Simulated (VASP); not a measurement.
Wanted: the native input for a VASP 6.6.1 run.

* Task: single point
* Functional: PBE
* Potentials or basis: VASP PAW PBE potentials, release 64 (In_d, Se)
* Cutoff: 520 eV
* k mesh: 10 × 10 × 10
* Occupations: methfessel-paxton, width 0.01 eV
* Spin: no spin polarisation
* Dipole correction: no
* Further INCAR settings: ALGO = Normal; EDIFF = 1e-07; NBANDS = 30

The structure of In3Se lies in POSCAR:

```
In3Se
1.0
    4.8037580000      0.0000000000      0.0000000000
    0.0000000000      4.8037580000      0.0000000000
    0.0000000000      0.0000000000      4.8037580000
In Se
3 1
Direct
    0.0000000000      0.5000000000      0.5000000000
    0.5000000000      0.0000000000      0.5000000000
    0.5000000000      0.5000000000      0.0000000000
    0.0000000000      0.0000000000      0.0000000000
```

The input as run:

INCAR

```
SYSTEM = In3Se
PREC = Accurate
ENCUT = 520
EDIFF = 1E-7
ISMEAR = 1
SIGMA = 0.01
LREAL = .FALSE.
LASPH = .TRUE.
NELM = 80
ALGO = Normal
ISIF = 2
LWAVE = .FALSE.
LCHARG = .TRUE.
GGA = PE
LELF = .TRUE.
LVHAR = .TRUE.
NBANDS = 30
```

KPOINTS

```
Automatic mesh
0
G
  10 10 10
  0 0 0
```

Potentials or basis: VASP PAW PBE potentials, release 64 (In_d, Se).

The run is started by

```sh
$ cat potpaw_PBE.64/In_d/POTCAR potpaw_PBE.64/Se/POTCAR > POTCAR
$ mpirun -np 1 vasp_std > vasp.out
```

Results of the run:

```json
{"Pressure": "-0.4 GPa", "Band gap on the k mesh": "zero (an odd number of electrons rules out a gap without spin polarisation)"}
```

Caveat: spin-orbit coupling is left out, which moves the levels of the heavy elements.

Wall time 75 s on 1 thread of AMD EPYC 9R45 96-Core Processor (Zen 5), with other jobs on the host, peak memory 0.27 GiB.
